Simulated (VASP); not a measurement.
# TiB2 (P6/mmm) in VASP: notebook, part 2 of 3

VASP 6.6.1. The steps go on from the part before.

**4. Single point, r2SCAN**

This run uses another cell than the first one, of 8.21 Å³/atom, 0.923 times its volume.

File POSCAR:

```
TiB2
1.0
    2.9882598462      0.0000000000      0.0000000000
   -1.4941299231      2.5879089399      0.0000000000
    0.0000000000      0.0000000000      3.1847676243
Ti B
1 2
Direct
    0.0000000000      0.0000000000      0.0000000000
    0.6666666667      0.3333333333      0.5000000000
    0.3333333333      0.6666666667      0.5000000000
```

File INCAR.step1:

```
ALGO     = Normal         # electronic algorithm
EDIFF    = 1E-4           # SCF threshold, eV
ENCUT    = 520            # plane-wave cutoff, eV
GGA      = PE             # functional
ISMEAR   = -1             # smearing method
LASPH    = T              # aspherical terms in the spheres
LCHARG   = F              # write CHGCAR
LREAL    = F              # projectors in reciprocal space
LWAVE    = T              # write WAVECAR
NBANDS   = 16             # bands
NELM     = 100            # most SCF steps
PREC     = Accurate       # precision mode
SIGMA    = 0.05           # smearing width, eV
```

File INCAR.step2:

```
ALGO     = Normal         # electronic algorithm
EDIFF    = 1E-6           # SCF threshold, eV
ENCUT    = 520            # plane-wave cutoff, eV
ISIF     = 2              # what is computed and relaxed
ISMEAR   = -1             # smearing method
ISTART   = 1            
LASPH    = T              # aspherical terms in the spheres
LCHARG   = F              # write CHGCAR
LMIXTAU  = T            
LREAL    = F              # projectors in reciprocal space
LWAVE    = F              # write WAVECAR
METAGGA  = R2SCAN         # meta-GGA
NBANDS   = 16             # bands
NELM     = 100            # most SCF steps
PREC     = Accurate       # precision mode
SIGMA    = 0.05           # smearing width, eV
```

File KPOINTS:

```
k-points
0
Gamma
  10 10 8
```

Potentials or basis: VASP PAW PBE potentials, release 64 (Ti_sv, B).

Started as:

```console
cat potpaw_PBE.64/Ti_sv/POTCAR potpaw_PBE.64/B/POTCAR > POTCAR
cp INCAR.step1 INCAR
mpirun -np 1 vasp_std > vasp.out
cp INCAR.step2 INCAR
mpirun -np 1 vasp_std > vasp.out
```

OUTCAR:

```text
EDIFF = 1E-6
   ENCUT = 520
   ISIF = 2
   ISMEAR = -1
   ISTART = 1
   LASPH = T
   LREAL = F
   METAGGA = R2SCAN
   NELM = 100
   PREC = Accurate

 ion  position               nearest neighbor table
   1  0.000  0.000  0.000-   2 2.35   3 2.35   2 2.35   3 2.35   3 2.35   3 2.35   2 2.35   2 2.35
                             2 2.35   2 2.35   3 2.35   3 2.35
   2  0.667  0.333  0.500-   3 1.73   3 1.73   3 1.73   1 2.35   1 2.35   1 2.35   1 2.35   1 2.35
                             1 2.35
   3  0.333  0.667  0.500-   2 1.73   2 1.73   2 1.73   1 2.35   1 2.35   1 2.35   1 2.35   1 2.35
                             1 2.35

  LATTYP: Found a hexagonal cell.
 ALAT       =     2.9882598462
 C/A-ratio  =     1.0657599366

  Lattice vectors:

 A1 = (   2.9882598462,   0.0000000000,   0.0000000000)
 A2 = (  -1.4941299231,   2.5879089399,   0.0000000000)
 A3 = (   0.0000000000,   0.0000000000,   3.1847676243)

Analysis of symmetry for initial positions (statically):
=====================================================================
 Subroutine PRICEL returns:
 Original cell was already a primitive cell.

 Routine SETGRP: Setting up the symmetry group for a
 hexagonal supercell.

 Subroutine GETGRP returns: Found 24 space group operations
 (whereof 24 operations were pure point group operations)
 out of a pool of 24 trial point group operations.

The static configuration has the point symmetry D_6h.

Analysis of symmetry for dynamics (positions and initial velocities):
=====================================================================
 Subroutine PRICEL returns:
 Original cell was already a primitive cell.

 Routine SETGRP: Setting up the symmetry group for a
 hexagonal supercell.

 Subroutine GETGRP returns: Found 24 space group operations
 (whereof 24 operations were pure point group operations)
 out of a pool of 24 trial point group operations.

[... 114 lines left out ...]
   NUPDOWN=      -1.0000    fix difference up-down
   EMIN   =  10.00;   EMAX   =-10.00  energy-range for DOS
   EFERMI =   0.00;   METHOD = LEGACY
   ISMEAR =    -1;   SIGMA  =   0.05  broadening in eV -4-tet -1-fermi 0-gaus
   EFERMI_NEDOS =   21; number of points for ismear=-14 and -15
   IALGO  =     38    algorithm
   IMIX   =      4    mixing-type and parameters
     AMIX     =   0.40;   BMIX     =  1.00
     AMIX_MAG =   1.60;   BMIX_MAG =  1.00
  volume/ion in A,a.u.               =       8.21        55.40
  Fermi-wavevector in a.u.,A,eV,Ry     =   1.474633  2.786652 29.586449  2.174543
  Thomas-Fermi vector in A             =   2.589381
   LORBIT       =      0    0 simple, 1 ext, 2 COOP (PROOUT), +10 PAW based schemes
   METAGGA = R2SCAN    functional components
   LHFCALC =     F    Hartree Fock is set to
   AEXX    =    0.0000 exact exchange contribution
   IVDW    =     0    specifies the selected vdW correction
   LEPSILON=     F    determine dielectric tensor
   LRPA    =     F    only Hartree local field effects (RPA)
 non-spin polarized calculation
  energy-cutoff  :      520.00
  volume of cell :       24.63
 maximum number of plane-waves:       696
 NGX is ok and might be reduce to    24
   NGX = 11   NGY = 11   NGZ = 11

 number of electron      17.9999999 magnetization

 Free energy of the ion-electron system (eV)
  ---------------------------------------------------
  ext. energy  EPLUGINS =         0.00000000
  ---------------------------------------------------
  free energy    TOTEN  =       -30.93227357 eV

  energy without entropy =      -30.92582314  energy(sigma->0) =      -30.92904835

 E-fermi :  10.5357     XC(G=0): -13.9668

 val. band max:       10.5314104857   @ k =   0.1000  -0.0000   0.3750
 cond. band min:      10.5397840115   @ k =   0.3000   0.2000   0.0000
 fundamental gap:      0.0083735258
 Fermi energy:        10.5357111020

 k-point     1 :       0.0000    0.0000    0.0000
  band No.  band energies     occupation
      1     -48.6909      2.00000
      2     -24.0116      2.00000
      3     -23.6601      2.00000
      4     -23.6601      2.00000
      5      -4.1205      2.00000
      6       7.7337      2.00000
[... 433 lines left out ...]
      3     -23.9559      2.00000
      4     -23.7944      2.00000
      5      -0.1441      2.00000
      6       1.4220      2.00000
[... 8 lines left out ...]
     15      19.9819      0.00000
     16      20.8567      0.00000

 [... further k-points ...]
[... 5 lines left out ...]
  --------------------------------------------------------------------------------------
  -------------------------------------------------------------------------------------
  Total        1.8078071      1.8078071      1.5487321      0.0000000      0.0000000      0.0000000
  in kB      117.6027748    117.6027748    100.7492398      0.0000000      0.0000000      0.0000000
  external PRESSURE =     111.9849298 kB  Pullay stress =       0.0000000 kB

 VOLUME and BASIS-vectors are now :
 -----------------------------------------------------------------------------
  energy-cutoff  :      520.00
  volume of cell :       24.63
      direct lattice vectors                 reciprocal lattice vectors
     2.988259846  0.000000000  0.000000000     0.334642920  0.193206180  0.000000000
    -1.494129923  2.587908940  0.000000000     0.000000000  0.386412360  0.000000000
     0.000000000  0.000000000  3.184767624     0.000000000  0.000000000  0.313994651

 POSITION                                       TOTAL-FORCE (eV/Angst)
 -----------------------------------------------------------------------------------
      0.00000      0.00000      0.00000         0.000000      0.000000      0.000000
      1.49413      0.86264      1.59238        -0.000000     -0.000000      0.000000
     -0.00000      1.72527      1.59238         0.000000      0.000000      0.000000
 -----------------------------------------------------------------------------------
    total drift:                               -0.000000      0.000000      0.000000

  FREE ENERGIE OF THE ION-ELECTRON SYSTEM (eV)
  ---------------------------------------------------
  free  energy   TOTEN  =       -30.9322735699 eV

  energy  without entropy=      -30.9258231363  energy(sigma->0) =      -30.92904835
```

It took 51 s on 1 thread of Intel Xeon Platinum 8488C (Sapphire Rapids), shared host; peak memory 0.16 GiB.

What came out:

| Property | Result |
| --- | --- |
| Free energy | -30.9323 eV |
| Pressure | 11.2 GPa |
| Band gap on the k mesh | zero (band 9 reaches 11.07 eV, above the bottom of band 10 at 10.38 eV) |

Levels at points of the mesh, in eV from the Fermi level:
| k point | band 5 | band 6 | band 7 | band 8 | band 9 | band 10 | band 11 | band 12 | band 13 | band 14 |
| --- | --- | --- | --- | --- | --- | --- | --- | --- | --- | --- |
| (0.00, 0.00, 0.00) | -14.66 | -2.80 | -2.80 | -2.56 | -2.23 | 2.17 | 2.17 | 4.12 | 4.12 | 6.18 |
| (0.50, 0.00, 0.00) | -10.16 | -10.05 | -3.55 | -3.53 | -2.43 | 1.54 | 3.11 | 3.64 | 3.65 | 7.98 |
| (0.00, 0.00, 0.50) | -12.58 | -8.25 | -0.57 | -0.57 | -0.16 | -0.16 | 0.56 | 0.56 | 1.95 | 7.10 |
| (0.50, 0.00, 0.50) | -10.65 | -8.19 | -5.05 | -4.17 | -3.46 | 2.86 | 3.30 | 5.00 | 5.11 | 5.83 |

Caveat: the PAW data sets were made with another functional, which shifts forces and pressure a little.

[end of part 2 of 3]
